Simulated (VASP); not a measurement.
Input of a VASP 6.6.1 run:

INCAR

```
PREC = Accurate ; ENCUT = 500
EDIFF = 1E-6 ; ISMEAR = 0
SIGMA = 0.02 ; LREAL = F
LASPH = T ; NELM = 120
ALGO = Normal ; ISIF = 2
LWAVE = F ; LCHARG = T
GGA = PE ; LELF = T
LVHAR = T ; NBANDS = 16
GGA_COMPAT = F
```

The input KPOINTS:

```
Automatic mesh
0
Gamma
  8 8 8
```

The input POSCAR:

```
CdS
1.0
    0.0000000000      2.9634773892      2.9634773892
    2.9634773892      0.0000000000      2.9634773892
    2.9634773892      2.9634773892      0.0000000000
Cd S
1 1
Direct
    0.0000000000      0.0000000000      0.0000000000
    0.2500000000      0.2500000000      0.2500000000
```

Potentials or basis: VASP PAW PBE potentials, release 64 (Cd, S).

Run with:

```sh
$ cat potpaw_PBE.64/Cd/POTCAR potpaw_PBE.64/S/POTCAR > POTCAR
$ mpirun -np 1 vasp_std > vasp.out
```

Q: Predict the band gap on the k mesh.

A: 1.04 eV, direct.

Q: Predict the pressure.

A: 0.3 GPa.
